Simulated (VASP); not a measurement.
Here is a VASP 6.6.1 calculation.

Contents of INCAR:

```
SYSTEM = KMgF3
PREC = Accurate ; ENCUT = 520
EDIFF = 1E-7 ; ISMEAR = 0
SIGMA = 0.05 ; LREAL = .FALSE.
LASPH = .TRUE. ; NELM = 100
ALGO = Normal ; ISIF = 2
LWAVE = .FALSE. ; LCHARG = .FALSE.
GGA = PS ; NBANDS = 24
```

File KPOINTS:

```
Automatic mesh
0
G
  6 6 6
  0 0 0
```

The input POSCAR:

```
KMgF3
1.0
    4.3047720000      0.0000000000      0.0000000000
    0.0000000000      4.3047720000      0.0000000000
    0.0000000000      0.0000000000      3.8264640000
K Mg F
1 1 3
Direct
    0.5000000000      0.5000000000      0.5000000000
    0.0000000000      0.0000000000      0.0000000000
    0.5000000000      0.0000000000      0.0000000000
    0.0000000000      0.5000000000      0.0000000000
    0.0000000000      0.0000000000      0.5000000000
```

Potentials or basis: VASP PAW PBE potentials, release 64 (K_sv, Mg, F).

Run with:

```sh
$ cat potpaw_PBE.64/K_sv/POTCAR potpaw_PBE.64/Mg/POTCAR potpaw_PBE.64/F/POTCAR > POTCAR
$ mpirun -np 1 vasp_std > vasp.out
```

Question: Estimate the band gap on the k mesh.

Answer: 6.32 eV (least direct gap 6.58 eV).

Question: What does it give for the pressure?

Answer: -5.3 GPa.

Stress tensor (GPa, compression positive):
```
-8.29  0.00  0.00
 0.00 -8.29  0.00
 0.00  0.00  0.60
```

Caveat: the cell differs from its parent crystal (strain +0.080 along x and y, -0.040 along z); the cell stands under tension; the PAW data sets were made with another functional, which shifts forces and pressure a little. A k mesh can miss the band edges.
